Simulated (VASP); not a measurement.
# TiIn2Te3 (P6mm) in VASP: a series of runs

The runs below take TiIn2Te3 through single point, relaxation of cell and atoms, with PBE.

Everything below comes from runs of VASP 6.6.1. Logs are shortened: lines on timing, memory, paths and dates and some standing lists are left out, and cuts for length are marked.

## 1. The cell of the first run

It takes space group P6mm (No. 183, hexagonal). Conventional cell: a = 6.367 Å, b = 6.367 Å, c = 4.472 Å, α = 90.00°, β = 90.00°, γ = 120.00°. Within 4.8 Å of Ti (site symmetry 6mm) lie 6 In at 3.69 Å and 12 Te at 3.72 to 4.08 Å and 2 Ti at 4.47 Å. Within 3.8 Å of In (site symmetry 3m) lie 6 Te at 2.88 to 2.91 Å and 3 In at 3.68 Å and 3 Ti at 3.69 Å. Within 3.8 Å of Te (site symmetry 2mm) lie 4 In at 2.88 to 2.91 Å and 4 Te at 3.18 Å and 2 Ti at 3.72 Å.

The cell was generated, and may not be a known phase.

## 2. Single point, PBE

The input, INCAR:

```
SYSTEM = TiIn2Te3
  PREC = Accurate
  ENCUT = 520
  EDIFF = 1E-6
  ISMEAR = 0
  SIGMA = 0.1
  LREAL = .False.
  LASPH = .True.
  NELM = 100
  ALGO = Normal
  ISIF = 2
  LWAVE = .False.
  LCHARG = .True.
  GGA = PE
  LELF = .True.
  LVHAR = .True.
  NBANDS = 37
```

The input, KPOINTS:

```
regular mesh
0
Gamma
  3 3 4
  0 0 0
```

The input, POSCAR:

```
TiIn2Te3
1.0
    6.3672542700      0.0000000000      0.0000000000
   -3.1836271300      5.5142039500      0.0000000000
    0.0000000000      0.0000000000      4.4721655300
Ti In Te
1 2 3
Direct
    0.0000000000      0.0000000000      0.8888130200
    0.6666666700      0.3333333300      0.9631379800
    0.3333333300      0.6666666700      0.9631379800
    0.5000000000      0.5000000000      0.4595159900
    0.5000000000      0.0000000000      0.4595159900
    0.0000000000      0.5000000000      0.4595159900
```

Potentials or basis: VASP PAW PBE potentials, release 64 (Ti_sv, In_d, Te).

On the command line:

```
$ cat potpaw_PBE.64/Ti_sv/POTCAR potpaw_PBE.64/In_d/POTCAR potpaw_PBE.64/Te/POTCAR > POTCAR
$ mpirun -np 1 vasp_std > vasp.out
```

OUTCAR:

```text
SYSTEM = TiIn2Te3
   PREC = Accurate
   ENCUT = 520
   EDIFF = 1E-6
   ISMEAR = 0
   LREAL = .False.
   LASPH = .True.
   NELM = 100
   ISIF = 2
   GGA = PE

 ion  position               nearest neighbor table
   1  0.000  0.000  0.889-
   2  0.667  0.333  0.963-   5 2.88   6 2.88   4 2.88   5 2.91   6 2.91   4 2.91   3 3.68   3 3.68
                             3 3.68
   3  0.333  0.667  0.963-   5 2.88   6 2.88   4 2.88   5 2.91   6 2.91   4 2.91   2 3.68   2 3.68
                             2 3.68
   4  0.500  0.500  0.460-   2 2.88   3 2.88   2 2.91   3 2.91   5 3.18   5 3.18   6 3.18   6 3.18

   5  0.500  0.000  0.460-   2 2.88   3 2.88   2 2.91   3 2.91   4 3.18   4 3.18   6 3.18   6 3.18

   6  0.000  0.500  0.460-   2 2.88   3 2.88   2 2.91   3 2.91   4 3.18   4 3.18   5 3.18   5 3.18

  LATTYP: Found a hexagonal cell.
 ALAT       =     6.3672542700
 C/A-ratio  =     0.7023695521

  Lattice vectors:

 A1 = (   6.3672542700,   0.0000000000,   0.0000000000)
 A2 = (  -3.1836271300,   5.5142039500,   0.0000000000)
 A3 = (   0.0000000000,   0.0000000000,   4.4721655300)

Analysis of symmetry for initial positions (statically):
=====================================================================
 Subroutine PRICEL returns:
 Original cell was already a primitive cell.

 Routine SETGRP: Setting up the symmetry group for a
 hexagonal supercell.

 Subroutine GETGRP returns: Found 12 space group operations
 (whereof 12 operations were pure point group operations)
 out of a pool of 24 trial point group operations.

The static configuration has the point symmetry C_6v.

Analysis of symmetry for dynamics (positions and initial velocities):
=====================================================================
 Subroutine PRICEL returns:
 Original cell was already a primitive cell.

 Routine SETGRP: Setting up the symmetry group for a
 hexagonal supercell.

 Subroutine GETGRP returns: Found 12 space group operations
 (whereof 12 operations were pure point group operations)
 out of a pool of 24 trial point group operations.

The dynamic configuration has the point symmetry C_6v.

 Subroutine INISYM returns: Found 12 space group operations
 (whereof 12 operations are pure point group operations),
 and found     1 'primitive' translations

----------------------------------------------------------------------------------------

[... 85 lines left out ...]
   LREAL  =      F    real-space projection
   EDIFFG = 0.1E-04   stopping-criterion for IOM
   NSW    =      0    number of steps for IOM
   IBRION =     -1    ionic relax: 0-MD 1-quasi-New 2-CG
   NFREE  =      0    steps in history (QN), initial steepest desc. (CG)
   ISIF   =      2    stress and relaxation
   ISYM   =      2    0-nonsym 1-usesym 2-fastsym
   POTIM  = 0.5000    time-step for ionic-motion
   TEBEG  =    0.0;   TEEND  =   0.0 temperature during run
   PSTRESS=    0.0 pullay stress
   NELECT =      56.0000    total number of electrons
   NUPDOWN=      -1.0000    fix difference up-down
   EMIN   =  10.00;   EMAX   =-10.00  energy-range for DOS
   EFERMI =   0.00;   METHOD = LEGACY
   ISMEAR =     0;   SIGMA  =   0.10  broadening in eV -4-tet -1-fermi 0-gaus
   EFERMI_NEDOS =   21; number of points for ismear=-14 and -15
   IALGO  =     38    algorithm
   IMIX   =      4    mixing-type and parameters
     AMIX     =   0.40;   BMIX     =  1.00
     AMIX_MAG =   1.60;   BMIX_MAG =  1.00
  volume/ion in A,a.u.               =      26.17       176.60
  Fermi-wavevector in a.u.,A,eV,Ry     =   1.160967  2.193910 18.338536  1.347844
  Thomas-Fermi vector in A             =   2.297544
   LORBIT       =      0    0 simple, 1 ext, 2 COOP (PROOUT), +10 PAW based schemes
   GGA     = PE    functional components
   LHFCALC =     F    Hartree Fock is set to
   AEXX    =    0.0000 exact exchange contribution
   IVDW    =     0    specifies the selected vdW correction
   LEPSILON=     F    determine dielectric tensor
   LRPA    =     F    only Hartree local field effects (RPA)
 non-spin polarized calculation
 Gauss-broadening in eV      SIGMA  =   0.10
  energy-cutoff  :      520.00
  volume of cell :      157.02
 maximum number of plane-waves:      4283
 NGX is ok and might be reduce to    48
   NGX = 23   NGY = 23   NGZ = 17

 number of electron      55.9999984 magnetization

 Free energy of the ion-electron system (eV)
  ---------------------------------------------------
  ext. energy  EPLUGINS =         0.00000000
  ---------------------------------------------------
  free energy    TOTEN  =       -16.90824642 eV

  energy without entropy =      -16.86455878  energy(sigma->0) =      -16.88640260

 E-fermi :   8.3287     XC(G=0): -10.1043

 val. band max:        8.3014116404   @ k =   0.3333  -0.0000   0.2500
 cond. band min:       8.3372158224   @ k =   0.3333   0.3333   0.2500
 fundamental gap:      0.0358041820
 Fermi energy:         8.3287419320

 k-point     1 :       0.0000    0.0000    0.0000
  band No.  band energies     occupation
      1     -49.6104      2.00000
      2     -25.9147      2.00000
      3     -25.9147      2.00000
      4     -25.7980      2.00000
      5      -7.0751      2.00000
      6      -6.7545      2.00000
[... 349 lines left out ...]
     36      11.9015      0.00000
     37      11.9631      0.00000

------------------------ aborting loop because EDIFF is reached ----------------------------------------

  FORCE on cell =-STRESS in cart. coord.  units (eV):
  Direction    XX          YY          ZZ          XY          YZ          ZX
  --------------------------------------------------------------------------------------
  -------------------------------------------------------------------------------------
  Total       10.9036973     10.9036973     13.2567374      0.0000000      0.0000000      0.0000000
  in kB      111.2580597    111.2580597    135.2677752      0.0000001      0.0000000      0.0000000
  external PRESSURE =     119.2612982 kB  Pullay stress =       0.0000000 kB

 VOLUME and BASIS-vectors are now :
 -----------------------------------------------------------------------------
  energy-cutoff  :      520.00
  volume of cell :      157.02
      direct lattice vectors                 reciprocal lattice vectors
     6.367254270  0.000000000  0.000000000     0.157053568  0.090674919  0.000000000
    -3.183627130  5.514203950  0.000000000     0.000000000  0.181349839  0.000000000
     0.000000000  0.000000000  4.472165530     0.000000000  0.000000000  0.223605319

 POSITION                                       TOTAL-FORCE (eV/Angst)
 -----------------------------------------------------------------------------------
      0.00000      0.00000      3.97492         0.000000      0.000000     -0.218055
      3.18363      1.83807      4.30731        -0.000000     -0.000000     -0.107318
     -0.00000      3.67614      4.30731         0.000000     -0.000000     -0.107318
      1.59181      2.75710      2.05503        -0.000000      0.000000      0.144231
      3.18363      0.00000      2.05503        -0.000000     -0.000000      0.144231
     -1.59181      2.75710      2.05503        -0.000000      0.000000      0.144231
 -----------------------------------------------------------------------------------
    total drift:                                0.000000      0.000000     -0.000212

  FREE ENERGIE OF THE ION-ELECTRON SYSTEM (eV)
  ---------------------------------------------------
  free  energy   TOTEN  =       -16.9082464213 eV

  energy  without entropy=      -16.8645587850  energy(sigma->0) =      -16.88640260
```

OSZICAR:

```text
N       E                     dE             d eps       ncg     rms          rms(c)
DAV:   1     0.549794141158E+03    0.54979E+03   -0.24175E+04   666   0.164E+03
DAV:   2     0.500828047748E+02   -0.49971E+03   -0.48693E+03   666   0.444E+02
DAV:   3    -0.156663716611E+02   -0.65749E+02   -0.63553E+02   981   0.161E+02
DAV:   4    -0.203273255547E+02   -0.46610E+01   -0.45420E+01   919   0.367E+01
DAV:   5    -0.206448396915E+02   -0.31751E+00   -0.31622E+00  1034   0.800E+00    0.233E+01
DAV:   6    -0.375202380293E+02   -0.16875E+02   -0.88182E+01   780   0.207E+01    0.454E+01
DAV:   7    -0.182619515554E+02    0.19258E+02   -0.16451E+02   759   0.460E+01    0.128E+01
DAV:   8    -0.169691721734E+02    0.12928E+01   -0.56324E+00   757   0.814E+00    0.623E+00
DAV:   9    -0.169397733545E+02    0.29399E-01   -0.68146E-01   930   0.342E+00    0.424E+00
DAV:  10    -0.169123934104E+02    0.27380E-01   -0.17697E-01   984   0.130E+00    0.237E+00
DAV:  11    -0.169101249282E+02    0.22685E-02   -0.70253E-03   845   0.494E-01    0.140E+00
DAV:  12    -0.169089211493E+02    0.12038E-02   -0.46624E-03   909   0.352E-01    0.352E-01
DAV:  13    -0.169084634076E+02    0.45774E-03   -0.10781E-03  1010   0.161E-01    0.191E-01
DAV:  14    -0.169082355757E+02    0.22783E-03   -0.16155E-03   875   0.164E-01    0.115E-01
DAV:  15    -0.169082804944E+02   -0.44919E-04   -0.19988E-04  1095   0.456E-02    0.914E-02
DAV:  16    -0.169082457207E+02    0.34774E-04   -0.13321E-04   837   0.567E-02    0.141E-02
DAV:  17    -0.169082464213E+02   -0.70061E-06   -0.39844E-06   763   0.100E-02
   1 F= -.16908246E+02 E0= -.16886403E+02  d E =-.436876E-01
```

Wall time 2.5 min (1 thread of Intel Xeon Platinum 8124M at 3.00GHz (Skylake/Cascade Lake), shared host); peak memory 0.29 GiB.

What came out:

```
Free energy            : -16.9082 eV
Pressure               : 11.9 GPa
Largest force          : 0.218 eV/Å
Band gap on the k mesh : zero (bands 28 and 29 overlap by 0.97 eV)
```

Forces in eV/Å, atoms in the order of the input:
```
Ti   0.000  0.000 -0.218
In   0.000  0.000 -0.107
In   0.000  0.000 -0.107
Te   0.000  0.000  0.144
Te   0.000  0.000  0.144
Te   0.000  0.000  0.144
```

Caveat: the k points lie up to 0.38 Å⁻¹ apart, too coarse for converged energies and pressures of a metal; spin-orbit coupling is left out, which moves the levels of the heavy elements.

## 3. Relaxation of cell and atoms, PBE

The input, INCAR:

```
SYSTEM = TiIn2Te3
PREC = Accurate
ENCUT = 600
EDIFF = 1E-6
ISMEAR = 0
SIGMA = 0.1
LREAL = .FALSE.
LASPH = .TRUE.
NELM = 60
ALGO = Normal
ISIF = 3
LWAVE = .FALSE.
LCHARG = .FALSE.
GGA = PE
IBRION = 2
NSW = 90
EDIFFG = -0.04
```

The input, KPOINTS:

```
regular mesh
0
G
  3 3 4
  0 0 0
```

POSCAR is that of step 2.

Potentials or basis: VASP PAW PBE potentials, release 64 (Ti_sv, In_d, Te).

On the command line:

```
$ cat potpaw_PBE.64/Ti_sv/POTCAR potpaw_PBE.64/In_d/POTCAR potpaw_PBE.64/Te/POTCAR > POTCAR
$ mpirun -np 1 vasp_std > vasp.out
```

OUTCAR:

```text
SYSTEM = TiIn2Te3
   PREC = Accurate
   ENCUT = 600
   EDIFF = 1E-6
   ISMEAR = 0
   LREAL = .FALSE.
   LASPH = .TRUE.
   NELM = 60
   ISIF = 3
   GGA = PE
   IBRION = 2
   NSW = 90
   EDIFFG = -0.04

 ion  position               nearest neighbor table
   1  0.000  0.000  0.889-
   2  0.667  0.333  0.963-   5 2.88   6 2.88   4 2.88   5 2.91   6 2.91   4 2.91   3 3.68   3 3.68
                             3 3.68
   3  0.333  0.667  0.963-   5 2.88   6 2.88   4 2.88   5 2.91   6 2.91   4 2.91   2 3.68   2 3.68
                             2 3.68
   4  0.500  0.500  0.460-   2 2.88   3 2.88   2 2.91   3 2.91   5 3.18   5 3.18   6 3.18   6 3.18

   5  0.500  0.000  0.460-   2 2.88   3 2.88   2 2.91   3 2.91   4 3.18   4 3.18   6 3.18   6 3.18

   6  0.000  0.500  0.460-   2 2.88   3 2.88   2 2.91   3 2.91   4 3.18   4 3.18   5 3.18   5 3.18

  LATTYP: Found a hexagonal cell.
 ALAT       =     6.3672542700
 C/A-ratio  =     0.7023695521

  Lattice vectors:

[... 174 lines left out ...]
 E-fermi :   8.3283     XC(G=0): -10.1044

 val. band max:        8.3010090921   @ k =   0.3333  -0.0000   0.2500
 cond. band min:       8.3366401597   @ k =   0.3333   0.3333   0.2500
 fundamental gap:      0.0356310677
 Fermi energy:         8.3282843766
[... 769 lines left out ...]
     32       6.1261      0.00000
     33       6.1261      0.00000

[... ionic steps 4 to 46 ...]

--------------------------------------- Ionic step       47  -------------------------------------------

 number of electron      55.9999999 magnetization

------------------------ aborting loop because EDIFF is reached ----------------------------------------
[... 75 lines left out ...]
--------------------------------------- Ionic step       49  -------------------------------------------

 number of electron      56.0000005 magnetization

 Free energy of the ion-electron system (eV)
  ---------------------------------------------------
  ext. energy  EPLUGINS =         0.00000000
  ---------------------------------------------------
  free energy    TOTEN  =       -20.09034750 eV

  energy without entropy =      -20.03792471  energy(sigma->0) =      -20.06413611

 E-fermi :   5.3192     XC(G=0):  -8.7609

 val. band max:        5.2604113518   @ k =   0.0000   0.0000   0.0000
 cond. band min:       5.3491703329   @ k =   0.3333  -0.0000   0.0000
 fundamental gap:      0.0887589811
 Fermi energy:         5.3192151071
[... 355 lines left out ...]
  FREE ENERGIE OF THE ION-ELECTRON SYSTEM (eV)
  ---------------------------------------------------
  free  energy   TOTEN  =       -20.0903475009 eV

  energy  without entropy=      -20.0379247097  energy(sigma->0) =      -20.06413611

 reached required accuracy - stopping structural energy minimisation
```

OSZICAR:

```text
N       E                     dE             d eps       ncg     rms          rms(c)
DAV:   1     0.579700196557E+03    0.57970E+03   -0.26647E+04   594   0.203E+03
[... 656 lines left out ...]
DAV:   6    -0.200692044760E+02    0.34323E-02   -0.16371E-02   816   0.963E-01    0.212E-01
DAV:   7    -0.200694253581E+02   -0.22088E-03   -0.35624E-03   848   0.403E-01    0.179E-01
DAV:   8    -0.200694621363E+02   -0.36778E-04   -0.37875E-04   781   0.137E-01    0.109E-01
DAV:   9    -0.200695001544E+02   -0.38018E-04   -0.13075E-04   861   0.920E-02    0.240E-02
DAV:  10    -0.200694994180E+02    0.73644E-06   -0.21565E-05   756   0.321E-02    0.170E-02
DAV:  11    -0.200694998288E+02   -0.41080E-06   -0.29552E-06   506   0.101E-02
  40 F= -.20069500E+02 E0= -.20041693E+02  d E =-.368261E-01
       N       E                     dE             d
```

Run time: 64 min. Hardware: 1 thread of Intel Xeon Platinum 8124M at 3.00GHz (Skylake/Cascade Lake), shared host; peak memory 0.37 GiB.

What came out:

```yaml
Free_energy: -20.0903 eV
Relaxed_volume: 34.63 Å³/atom
Relaxed_cell: a = 6.331 Å, b = 6.331 Å, c = 5.986 Å, α = 90.00°, β = 90.00°, γ = 120.00°
Space_group_after_relaxing_to_0.1_Å: P6/mmm (No. 191)
Energy_gained_by_relaxing: 530.4 meV/atom
Ionic_steps: 49
Pressure_after_relaxing: 0.1 GPa
Largest_force_after_relaxing: 0.038 eV/Å
Band_gap_on_the_k_mesh: zero (bands 28 and 29 overlap by 0.12 eV)
```

Forces on the atoms (eV/Å):
```
Ti   0.000  0.000  0.038
In   0.000  0.000  0.016
In   0.000  0.000  0.016
Te   0.000  0.000 -0.024
Te   0.000  0.000 -0.024
Te   0.000  0.000 -0.024
```

The path:
| step | energy change (eV) | largest force (eV/Å) | pressure (GPa) | volume (Å³) |
| --- | --- | --- | --- | --- |
| 1 | 0.0000 | 0.2179 | 11.96 | 157.02 |
| 3 | -1.1375 | 0.2335 | 0.08 | 193.66 |
| 5 | -1.1632 | 0.2571 | -0.14 | 194.64 |
| 7 | -1.3785 | 0.7627 | -0.15 | 192.54 |
| 9 | -1.4652 | 0.9086 | 1.03 | 189.02 |
| 11 | -1.4896 | 0.9298 | 1.16 | 189.44 |
| 13 | -1.5407 | 0.9635 | 0.02 | 199.70 |
| 15 | -1.5953 | 0.9973 | 0.06 | 197.68 |
| 17 | -1.9153 | 1.3144 | -1.73 | 210.27 |
| 19 | -2.0568 | 0.7678 | -3.98 | 264.95 |
| 21 | -2.2791 | 1.1084 | -3.39 | 234.75 |
| 23 | -2.4031 | 0.9308 | -3.21 | 234.72 |
| 25 | -2.7635 | 0.6507 | -2.29 | 234.50 |
| 27 | -2.8728 | 0.2312 | -1.92 | 234.33 |
| 29 | -3.0472 | 0.3461 | -0.36 | 218.80 |
| 31 | -3.0535 | 0.3565 | 0.08 | 215.57 |
| 33 | -3.0857 | 0.2980 | -0.17 | 217.06 |
| 35 | -3.0930 | 0.2487 | -0.32 | 218.21 |
| 37 | -3.1245 | 0.1361 | 0.61 | 209.70 |
| 39 | -3.1530 | 0.1200 | 0.25 | 209.86 |
| 41 | -3.1629 | 0.1047 | -0.07 | 209.96 |
| 43 | -3.1720 | 0.0789 | -0.05 | 208.74 |
| 45 | -3.1807 | 0.0622 | -0.05 | 208.09 |
| 47 | -3.1809 | 0.0487 | -0.19 | 209.49 |
| 49 | -3.1821 | 0.0383 | 0.07 | 207.77 |

Final structure:
```
Ti In Te
1.0
     6.33100    0.00000    0.00000
    -3.16550    5.48281    0.00000
     0.00000    0.00000    5.98565
Ti In Te
1 2 3
Direct
  0.00000 0.00000 0.52731
  0.66667 0.33333 0.02998
  0.33333 0.66667 0.02998
  0.50000 0.50000 0.53546
  0.50000 0.00000 0.53546
  0.00000 0.50000 0.53546
```

Caveat: the k points lie up to 0.38 Å⁻¹ apart in the final cell; the volume moved by over 15 % at a fixed basis, so the end points are rough; spin-orbit coupling is left out, which moves the levels of the heavy elements.

The gap in the log of VASP goes by the Fermi energy; the results here count the filled bands.